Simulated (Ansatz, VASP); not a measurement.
CoO in VASP and in Ansatz

```xyz
2
Lattice="0.0000 2.1242 2.1242 2.1242 0.0000 2.1242 2.1242 2.1242 0.0000" Properties=species:S:1:pos:R:3 pbc="T T T"
Co    0.0000    0.0000    0.0000
O     2.1242    2.1242    2.1242
```

Alike in both runs: functional PBE; k mesh 16 × 16 × 16; occupations gaussian, width 0.1 eV; collinear spin.

Ansatz relaxed the structure, and its values are those at the end. VASP's run is a single point on that final structure, the one shown.

```csv
,VASP,Ansatz
version,VASP 6.6.1,Ansatz 0.2.0
potentials or method,"VASP PAW PBE potentials, release 64 (Co, O), cutoff 520 eV","scalar-relativistic, plane waves, PAW"
valence electrons in the cell,15,23
```

VASP gave:

* gap on the k mesh at the Fermi level (eV): none
* pressure (GPa): -0.5
* net moment per atom (μB): 1.45
* size of the moment on the site where the two differ most (μB): 2.55

Question: Estimate Ansatz's values.

Answer: gap on the k mesh at the Fermi level (eV): none; pressure (GPa): 0.0; net moment per atom (μB): 1.47; size of the moment on the site where the two differ most (μB): 2.49.

Site moments also hang on the region over which each program counts them. A gap of «none» marks a metal or a gap that the smearing closes. VASP's potentials hold 15 valence electrons a cell and Ansatz's 23, so a difference there can come from the potentials and not from the codes.
